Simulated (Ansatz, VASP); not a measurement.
# Al in VASP and in Ansatz

```
CELL_PARAMETERS angstrom
0.00000 2.03821 2.03821
2.03821 0.00000 2.03821
2.03821 2.03821 0.00000
ATOMIC_POSITIONS crystal
Al 0.00000 0.00000 0.00000
```

Alike in both runs: task single point; functional HSE06; k mesh 6 × 6 × 6; occupations fermi-dirac, width 0.05 eV; no spin polarisation.

|  | VASP | Ansatz |
| --- | --- | --- |
| version | VASP 6.6.1 | Ansatz 0.2.0 |
| potentials or method | VASP PAW PBE potentials, release 64 (Al) | Ansatz PAW |
| plane-wave cutoff (eV) | 520 | 420 |
| valence electrons in the cell | 3 | 3 |

```tsv
	VASP	Ansatz	Ansatz less VASP
gap on the k mesh at the Fermi level (eV)	none	none	-
pressure (GPa)	-2.4	-2.4	-0.05
```

A gap of «none» marks a metal or a gap that the smearing closes. The functional is the same, so the differences come from potentials, cutoffs and numerics.

The k mesh is coarse, so the values compare programs but aren't converged.
